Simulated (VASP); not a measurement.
Se: single point with LDA

The system is Se.

```
Se
1.0
     2.69356    0.00000    0.00000
     0.00000    2.69356    0.00000
     0.00000    0.00000    2.69356
Se
1
Direct
  0.00000 0.00000 0.00000
```

This cell differs from its parent crystal: volume scaled by 0.92.

```yaml
Program: VASP 6.6.1
Task: single point
Functional: LDA
Potentials_or_basis: VASP PAW LDA potentials, release 64 (Se)
Cutoff: 520 eV
k_mesh: 13 × 13 × 13
Occupations: fermi-dirac, width 0.1 eV
Spin: no spin polarisation
```

```json
{
 "Pressure": "8.9 GPa",
 "Band gap on the k mesh": "zero (band 3 reaches 10.02 eV, above the bottom of band 4 at 2.84 eV)"
}
```

Levels at points of the mesh, in eV from the Fermi level:
```csv
k point,band 1,band 2,band 3,band 4,band 5,band 6,band 7
"(0.00, 0.00, 0.00)",-17.50,1.54,1.54,1.54,7.48,7.48,8.43
```

It took 5.4 s on 1 thread of Intel(R) Xeon(R) Platinum 8488C (Sapphire Rapids) (shared host), peak memory 0.12 GiB.
